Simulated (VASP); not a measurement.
Write the native input for VASP 6.6.1 that does the following.

- Task: single point
- Functional: PBEsol
- Potentials or basis: VASP PAW PBE potentials, release 64 (In_d, Sb)
- Cutoff: 500 eV
- k mesh: 14 × 14 × 8
- Occupations: gaussian, width 0.15 eV
- Spin: no spin polarisation
- Dipole correction: no
- Further INCAR settings: ALGO = Normal; EDIFF = 1e-06; NBANDS = 16

The structure of InSb lies in POSCAR:

```
InSb
1.0
    2.9754649214      0.0000000000      0.0000000000
    0.0000000000      3.0361886953      0.0000000000
    0.0000000000      0.0000000000      6.2182830229
In Sb
1 1
Direct
    0.0000000000      0.0000000000      0.0000000000
    0.0000000000      0.0000000000      0.5000000000
```

This cell differs from its parent crystal: normal strain along x -0.0200, normal strain along z +0.0200.

The input as run:

INCAR

```
SYSTEM = InSb
PREC = Accurate ; ENCUT = 500
EDIFF = 1E-6 ; ISMEAR = 0
SIGMA = 0.15 ; LREAL = .False.
LASPH = .True. ; NELM = 120
ALGO = Normal ; ISIF = 2
LWAVE = .False. ; LCHARG = .False.
GGA = PS ; NBANDS = 16
GGA_COMPAT = .False.
```

KPOINTS

```
regular mesh
0
Gamma
  14 14 8
  0 0 0
```

Potentials or basis: VASP PAW PBE potentials, release 64 (In_d, Sb).

Command:

```bash
$ cat potpaw_PBE.64/In_d/POTCAR potpaw_PBE.64/Sb/POTCAR > POTCAR
$ mpirun -np 1 vasp_std > vasp.out
```

Results of the run:

```json
{"Pressure": "0.3 GPa", "Band gap on the k mesh": "zero (bands 9 and 10 overlap by 6.13 eV)"}
```

Caveat: the cell differs from its parent crystal (normal strain along x -0.0200, normal strain along z +0.0200); the PAW data sets were made with another functional, which shifts forces and pressure a little; spin-orbit coupling is left out, which moves the levels of the heavy elements.

Wall time 91 s on 1 thread of Intel(R) Xeon(R) Platinum 8488C (Sapphire Rapids) (shared host), peak memory 0.39 GiB.
